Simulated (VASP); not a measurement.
Wanted: the native input for a VASP 6.6.1 run.

```
Task                   : single point
Functional             : r2SCAN
Potentials or basis    : VASP PAW PBE potentials, release 64 (Pb_d, Se)
Cutoff                 : 520 eV
k mesh                 : 8 × 8 × 8
Occupations            : gaussian, width 0.01 eV
Spin                   : no spin polarisation
Dipole correction      : no
Further INCAR settings : ALGO = Normal; EDIFF = 1e-06; NBANDS = 17
```

The system is PbSe.

```
Pb Se
1.0
     0.00000    3.08870    3.15048
     3.08870    0.00000    3.15048
     3.08870    3.08870    0.00000
Pb Se
1 1
Direct
  0.00000 0.00000 0.00000
  0.50000 0.50000 0.50000
```

This cell differs from its parent crystal: uniaxial z strain +2.0%.

One way to write it, as run:

POSCAR

```
PbSe
1.0
    0.0000000000      3.0887022195      3.1504762639
    3.0887022195      0.0000000000      3.1504762639
    3.0887022195      3.0887022195      0.0000000000
Pb Se
1 1
Direct
    0.0000000000      0.0000000000      0.0000000000
    0.5000000000      0.5000000000      0.5000000000
```

INCAR.step1

```
PREC     = Accurate       # precision mode
ENCUT    = 520            # plane-wave cutoff, eV
ISMEAR   = 0              # smearing method
SIGMA    = 0.01           # smearing width, eV
LREAL    = F              # projectors in reciprocal space
LASPH    = T              # aspherical terms in the spheres
NELM     = 80             # most SCF steps
NBANDS   = 17             # bands
GGA      = PE             # functional
ALGO     = Normal         # electronic algorithm
EDIFF    = 1E-4           # SCF threshold, eV
LWAVE    = T              # write WAVECAR
LCHARG   = F              # write CHGCAR
```

INCAR.step2

```
PREC     = Accurate       # precision mode
ENCUT    = 520            # plane-wave cutoff, eV
EDIFF    = 1E-6           # SCF threshold, eV
ISMEAR   = 0              # smearing method
SIGMA    = 0.01           # smearing width, eV
LREAL    = F              # projectors in reciprocal space
LASPH    = T              # aspherical terms in the spheres
NELM     = 80             # most SCF steps
ALGO     = Normal         # electronic algorithm
ISIF     = 2              # what is computed and relaxed
LWAVE    = F              # write WAVECAR
LCHARG   = T              # write CHGCAR
METAGGA  = R2SCAN         # meta-GGA
LMIXTAU  = T            
LELF     = T              # ELF
LVHAR    = T            
NBANDS   = 17             # bands
ISTART   = 1
```

KPOINTS

```
regular mesh
0
Gamma
  8 8 8
```

Potentials or basis: VASP PAW PBE potentials, release 64 (Pb_d, Se).

Launch:

```console
$ cat potpaw_PBE.64/Pb_d/POTCAR potpaw_PBE.64/Se/POTCAR > POTCAR
$ cp INCAR.step1 INCAR
$ mpirun -np 1 vasp_std > vasp.out
$ cp INCAR.step2 INCAR
$ mpirun -np 1 vasp_std > vasp.out
```

It gave:

```json
{"Pressure": "-0.9 GPa", "Band gap on the k mesh": "0.72 eV"}
```

Caveat: the cell differs from its parent crystal (uniaxial z strain +2.0%); the PAW data sets were made with another functional, which shifts forces and pressure a little; spin-orbit coupling is left out, which moves the levels of the heavy elements.

Wall time 4.7 min on 1 thread of Intel Xeon 8259CL (shared host), peak memory 0.24 GiB.
